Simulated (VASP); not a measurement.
Here is a VASP 6.6.1 calculation.

File POSCAR:

```
GaSb
1.0
    0.0000000000      3.0658787979      3.0965375859
    3.0658787979      0.0000000000      3.0965375859
    3.0658787979      3.0658787979      0.0000000000
Ga Sb
1 1
Direct
    0.0000000000      0.0000000000      0.0000000000
    0.2500000000      0.2500000000      0.2500000000
```

INCAR.step1

```
SYSTEM = GaSb
ALGO     = Normal         ! electronic algorithm
EDIFF    = 1E-4           ! SCF threshold, eV
ENCUT    = 520            ! plane-wave cutoff, eV
GGA      = PE             ! functional
ISMEAR   = -1             ! smearing method
LASPH    = .True.         ! aspherical terms in the spheres
LCHARG   = .False.        ! write CHGCAR
LREAL    = .False.        ! projectors in reciprocal space
LWAVE    = .True.         ! write WAVECAR
NBANDS   = 16             ! bands
NELM     = 80             ! most SCF steps
PREC     = Accurate       ! precision mode
SIGMA    = 0.02           ! smearing width, eV
```

INCAR.step2

```
SYSTEM = GaSb
ALGO     = Normal         ! electronic algorithm
EDIFF    = 1E-7           ! SCF threshold, eV
ENCUT    = 520            ! plane-wave cutoff, eV
ISIF     = 2              ! what is computed and relaxed
ISMEAR   = -1             ! smearing method
ISTART   = 1            
LASPH    = .True.         ! aspherical terms in the spheres
LCHARG   = .False.        ! write CHGCAR
LMIXTAU  = .True.       
LREAL    = .False.        ! projectors in reciprocal space
LWAVE    = .False.        ! write WAVECAR
METAGGA  = R2SCAN         ! meta-GGA
NBANDS   = 16             ! bands
NELM     = 80             ! most SCF steps
PREC     = Accurate       ! precision mode
SIGMA    = 0.02           ! smearing width, eV
```

KPOINTS

```
k-points
0
Gamma
  8 8 8
  0 0 0
```

Potentials or basis: VASP PAW PBE potentials, release 64 (Ga_d, Sb).

The run is started by

```sh
$ cat potpaw_PBE.64/Ga_d/POTCAR potpaw_PBE.64/Sb/POTCAR > POTCAR
$ cp INCAR.step1 INCAR
$ mpirun -np 1 vasp_std > vasp.out
$ cp INCAR.step2 INCAR
$ mpirun -np 1 vasp_std > vasp.out
```

Problem. Predict the pressure.

Solution. -0.4 GPa.

Problem. Predict the band gap on the k mesh.

Solution. 0.30 eV, direct.

Stress tensor (GPa, compression positive):
```
-0.26  0.00  0.00
 0.00 -0.26  0.00
 0.00  0.00 -0.76
```

Caveat: the cell differs from its parent crystal (uniaxial z strain +1.0%); the PAW data sets were made with another functional, which shifts forces and pressure a little; spin-orbit coupling is left out, which moves the levels of the heavy elements. A k mesh can miss the band edges.
